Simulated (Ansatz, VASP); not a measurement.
## MoS2: VASP beside Ansatz

The input INCAR:

```
SYSTEM = MoS2
  ALGO = Normal
  EDIFF = 1E-8
  ENCUT = 520
  GGA = PE
  ISIF = 2
  ISMEAR = -1
  LASPH = .TRUE.
  LCHARG = .FALSE.
  LEFG = .TRUE.
  LREAL = .FALSE.
  LWAVE = .FALSE.
  NBANDS = 35
  NELM = 60
  PREC = Accurate
  SIGMA = 0.03
```

The input KPOINTS:

```
k-points
0
G
  10 10 3
  0 0 0
```

POSCAR

```
MoS2
1.0
    3.1610016016      0.0000000000      0.0000000000
   -1.5805008008      2.7375076884      0.0000000000
    0.0000000000      0.0000000000     12.6638500000
Mo S
2 4
Direct
    0.3333333333      0.6666666667      0.2500000000
    0.6666666667      0.3333333333      0.7500000000
    0.3333333333      0.6666666667      0.6275000000
    0.6666666667      0.3333333333      0.1275000000
    0.3333333333      0.6666666667      0.8725000000
    0.6666666667      0.3333333333      0.3725000000
```

Input for Ansatz:

```yaml
crystal:
  lattice:
    - [3.1610016016, 0.0, 0.0]
    - [-1.5805008008, 2.7375076884, 0.0]
    - [0.0, 0.0, 12.66385]
  atoms:
    - { symbol: Mo, position: [0.3333333333, 0.6666666667, 0.25] }
    - { symbol: Mo, position: [0.6666666667, 0.3333333333, 0.75] }
    - { symbol: S, position: [0.3333333333, 0.6666666667, 0.6275] }
    - { symbol: S, position: [0.6666666667, 0.3333333333, 0.1275] }
    - { symbol: S, position: [0.3333333333, 0.6666666667, 0.8725] }
    - { symbol: S, position: [0.6666666667, 0.3333333333, 0.3725] }
kpoints:
  mp_grid: { grid: [10, 10, 3] }
scf:
  occupations: { method: fermi_dirac, width: 0.03 }
hamiltonian:
  xc: pbe
  pseudopotentials: { kind: all_electron, datasets: crystal }
output:
  forces: true
  stress: true
  eigenvalues: true
  efg: { contact_densities: true }
```

Change from the starting cell: zz strain of +3 %, crystal datasets.

Alike in both runs: task electric field gradients; functional PBE; k mesh 10 × 10 × 3; occupations fermi-dirac, width 0.03 eV; no spin polarisation.

```csv
,VASP,Ansatz
version,VASP 6.6.1,Ansatz 0.2.0
potentials or method,"VASP PAW PBE potentials, release 64 (Mo_sv, S), cutoff 520 eV","all-electron PAW with datasets made for the crystal, scalar-relativistic"
```

|  | VASP | Ansatz | Ansatz less VASP |
| --- | --- | --- | --- |
| pressure (GPa) | 3.6 | 3.7 | +0.15 |
| traceless stress, the component that is largest in VASP (GPa) | 0.62 | 0.66 | +0.038 |
| rms of the force components (eV/Å) | 0.137 | 0.144 | +0.0071 |
| size of Vzz on the site where it differs most (V/Å²) | 81.6 | 78.5 | -3.07 |

Atom by atom the forces differ by 0.007 eV/Å (rms over components). Ansatz ran all-electron here, and VASP with PAW potentials.
